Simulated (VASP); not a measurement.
# Eu (Im-3m) in VASP: notebook, part 2 of 2

VASP 6.6.1.

### Step 3. Single point, PBEsol, collinear spin, ferromagnetic start

INCAR reads:

```
SYSTEM = Eu
  PREC = Accurate
  ENCUT = 520
  EDIFF = 1E-6
  ISMEAR = -1
  SIGMA = 0.05
  LREAL = .FALSE.
  LASPH = .TRUE.
  NELM = 150
  ALGO = Fast
  ISIF = 2
  LWAVE = .FALSE.
  LCHARG = .FALSE.
  ISPIN = 2
  MAGMOM = 8.5
  LORBIT = 11
  LMAXMIX = 6
  GGA = PS
  NBANDS = 18
```

KPOINTS reads:

```
Automatic mesh
0
G
  8 8 8
  0 0 0
```

POSCAR reads:

```
Eu
1.0
   -2.3030000000      2.3030000000      2.3030000000
    2.3030000000     -2.3030000000      2.3030000000
    2.3030000000      2.3030000000     -2.3030000000
Eu
1
Direct
    0.0000000000      0.0000000000      0.0000000000
```

Potentials or basis: VASP PAW PBE potentials, release 64 (Eu).

Started as:

```console
> cat potpaw_PBE.64/Eu/POTCAR > POTCAR
> mpirun -np 1 vasp_std > vasp.out
```

OUTCAR:

```text
SYSTEM = Eu
   PREC = Accurate
   ENCUT = 520
   EDIFF = 1E-6
   ISMEAR = -1
   LREAL = .FALSE.
   LASPH = .TRUE.
   NELM = 150
   ISIF = 2
   ISPIN = 2
   LORBIT = 11
   GGA = PS

 ion  position               nearest neighbor table
   1  0.000  0.000  0.000-

  LATTYP: Found a body centered cubic cell.
 ALAT       =     4.6060000000

  Lattice vectors:

 A1 = (  -2.3030000000,   2.3030000000,   2.3030000000)
 A2 = (   2.3030000000,  -2.3030000000,   2.3030000000)
 A3 = (   2.3030000000,   2.3030000000,  -2.3030000000)

Analysis of symmetry for initial positions (statically):
=====================================================================
 Subroutine PRICEL returns:
 Original cell was already a primitive cell.

 Routine SETGRP: Setting up the symmetry group for a
 body centered cubic supercell.

 Subroutine GETGRP returns: Found 48 space group operations
 (whereof 48 operations were pure point group operations)
 out of a pool of 48 trial point group operations.

The static configuration has the point symmetry O_h .

Analysis of symmetry for dynamics (positions and initial velocities):
=====================================================================
 Subroutine PRICEL returns:
 Original cell was already a primitive cell.

 Routine SETGRP: Setting up the symmetry group for a
 body centered cubic supercell.

 Subroutine GETGRP returns: Found 48 space group operations
 (whereof 48 operations were pure point group operations)
 out of a pool of 48 trial point group operations.

The dynamic configuration has the point symmetry O_h .

Analysis of structural, dynamic, and magnetic symmetry:
=====================================================================
 Subroutine PRICEL returns:
 Original cell was already a primitive cell.

 Routine SETGRP: Setting up the symmetry group for a
 body centered cubic supercell.

 Subroutine GETGRP returns: Found 48 space group operations
 (whereof 48 operations were pure point group operations)
 out of a pool of 48 trial point group operations.

The overall configuration has the point symmetry O_h .

 Subroutine INISYM returns: Found 48 space group operations
[... 132 lines left out ...]
   NGX = 15   NGY = 15   NGZ = 15

 number of electron      17.0000007 magnetization       7.3739980

 Free energy of the ion-electron system (eV)
  ---------------------------------------------------
  ext. energy  EPLUGINS =         0.00000000
  ---------------------------------------------------
  free energy    TOTEN  =       -11.57002613 eV

  energy without entropy =      -11.55595678  energy(sigma->0) =      -11.56299146

 E-fermi :   1.4846     XC(G=0):  -8.3574

 val. band max:        1.4698095688   @ k =  -0.3750   0.3750   0.3750
 cond. band min:       1.4885520104   @ k =   0.2500   0.2500   0.1250
 fundamental gap:      0.0187424416
 Fermi energy:         1.4846060531

 spin component 1

 k-point     1 :       0.0000    0.0000    0.0000
  band No.  band energies     occupation
      1     -40.3024      1.00000
      2     -18.9487      1.00000
      3     -18.9487      1.00000
      4     -18.9487      1.00000
      5      -2.7158      1.00000
      6       0.9605      0.99997
[... 493 lines left out ...]
     17       5.3701      0.00000
     18       8.5188      0.00000

 [... further k-points ...]

 spin component 2

 k-point     1 :       0.0000    0.0000    0.0000
  band No.  band energies     occupation
      1     -37.1785      1.00000
      2     -16.6002      1.00000
      3     -16.6002      1.00000
      4     -16.6002      1.00000
      5      -1.9681      1.00000
      6       4.1041      0.00000
[... 493 lines left out ...]
     17       6.7823      0.00000
     18       9.9512      0.00000

 [... further k-points ...]

------------------------ aborting loop because EDIFF is reached ----------------------------------------

  FORCE on cell =-STRESS in cart. coord.  units (eV):
  Direction    XX          YY          ZZ          XY          YZ          ZX
  --------------------------------------------------------------------------------------
  -------------------------------------------------------------------------------------
  Total       -0.8869921     -0.8869921     -0.8869921      0.0000000      0.0000000      0.0000000
  in kB      -29.0863038    -29.0863038    -29.0863038      0.0000000      0.0000000      0.0000000
  external PRESSURE =     -29.0863038 kB  Pullay stress =       0.0000000 kB

 VOLUME and BASIS-vectors are now :
 -----------------------------------------------------------------------------
  energy-cutoff  :      520.00
  volume of cell :       48.86
      direct lattice vectors                 reciprocal lattice vectors
    -2.303000000  2.303000000  2.303000000     0.000000000  0.217108120  0.217108120
     2.303000000 -2.303000000  2.303000000     0.217108120  0.000000000  0.217108120
     2.303000000  2.303000000 -2.303000000     0.217108120  0.217108120  0.000000000

 POSITION                                       TOTAL-FORCE (eV/Angst)
 -----------------------------------------------------------------------------------
      0.00000      0.00000      0.00000        -0.000000     -0.000000      0.000000
 -----------------------------------------------------------------------------------
    total drift:                               -0.000000     -0.000000      0.000000

  FREE ENERGIE OF THE ION-ELECTRON SYSTEM (eV)
  ---------------------------------------------------
  free  energy   TOTEN  =       -11.5700261291 eV

  energy  without entropy=      -11.5559567843  energy(sigma->0) =      -11.56299146

 total charge

# of ion       s       p       d       f       tot
--------------------------------------------------
    1        2.075   5.691   0.235   6.679  14.680

 magnetization (x)

# of ion       s       p       d       f       tot
--------------------------------------------------
    1       -0.003  -0.087   0.125   6.677   6.712
```

OSZICAR:

```text
N       E                     dE             d eps       ncg     rms          rms(c)
DAV:   1     0.112050175521E+03    0.11205E+03   -0.64893E+03  2488   0.391E+03
DAV:   2     0.103436065172E+02   -0.10171E+03   -0.90675E+02  2670   0.276E+02
DAV:   3    -0.734402022794E+01   -0.17688E+02   -0.17333E+02  3162   0.106E+02
[... 24 lines left out ...]
RMM:  28    -0.115700170989E+02   -0.35942E-05   -0.31515E-05  2677   0.100E-01    0.292E-02
RMM:  29    -0.115700198638E+02   -0.27649E-05   -0.23744E-05  2639   0.871E-02    0.271E-02
RMM:  30    -0.115700221254E+02   -0.22616E-05   -0.18547E-05  2592   0.764E-02    0.209E-02
RMM:  31    -0.115700238727E+02   -0.17473E-05   -0.14143E-05  2503   0.665E-02    0.181E-02
RMM:  32    -0.115700251720E+02   -0.12993E-05   -0.11252E-05  2464   0.588E-02    0.155E-02
RMM:  33    -0.115700261291E+02   -0.95712E-06   -0.84207E-06  2380   0.509E-02
   1 F= -.11570026E+02 E0= -.11562991E+02  d E =-.140693E-01  mag=     7.3739
```

stdout:

```text
POSCAR found type information on POSCAR Eu
 POSCAR found :  1 types and       1 ions
 scaLAPACK will be used
 -----------------------------------------------------------------------------
|                                                                             |
|                                                                             |
|     You enforced a specific xc type in the INCAR file but a different       |
|     I HOPE YOU KNOW WHAT YOU ARE DOING!                                     |
|                                                                             |
 -----------------------------------------------------------------------------

 LDA part: xc-table for (Slater+PW92), standard interpolation
 POSCAR, INCAR and KPOINTS ok, starting setup
 FFT: planning ... GRIDC
 FFT: planning ... GRID_SOFT
 FFT: planning ... GRID
 WAVECAR not read
 entering main loop
WARNING in EDDRMM: call to ZHEGV failed, returncode =   8  4      2
WARNING in EDDRMM: call to ZHEGV failed, returncode =   8  4      4
WARNING in EDDRMM: call to ZHEGV failed, returncode =   8  4      2
WARNING in EDDRMM: call to ZHEGV failed, returncode =   8  4      3
WARNING in EDDRMM: call to ZHEGV failed, returncode =   8  4      2
WARNING in EDDRMM: call to ZHEGV failed, returncode =   8  4      4
WARNING in EDDRMM: call to ZHEGV failed, returncode =   8  4      4
WARNING in EDDRMM: call to ZHEGV failed, returncode =   8  4      2
WARNING in EDDRMM: call to ZHEGV failed, returncode =   8  4      3
WARNING in EDDRMM: call to ZHEGV failed, returncode =   8  4      2
```

Wall time 2 min (1 thread of Intel Xeon Platinum 8488C (Sapphire Rapids), shared host); peak memory 0.22 GiB.

Results:

| Quantity | Value |
| --- | --- |
| Free energy | -11.5700 eV |
| Pressure | -2.9 GPa |
| Net moment | 7.37 μB per cell |
| Site moments | Eu +6.71 μB |
| Valence electrons inside the program's atomic spheres | Eu 14.68 |

Caveat: the PAW data sets were made with another functional, which shifts forces and pressure a little; spin-orbit coupling is left out, which moves the levels of the heavy elements; semilocal functionals describe open f shells poorly, which spoils levels, moments and volumes. The state reached can hang on the start; a lower one may exist.
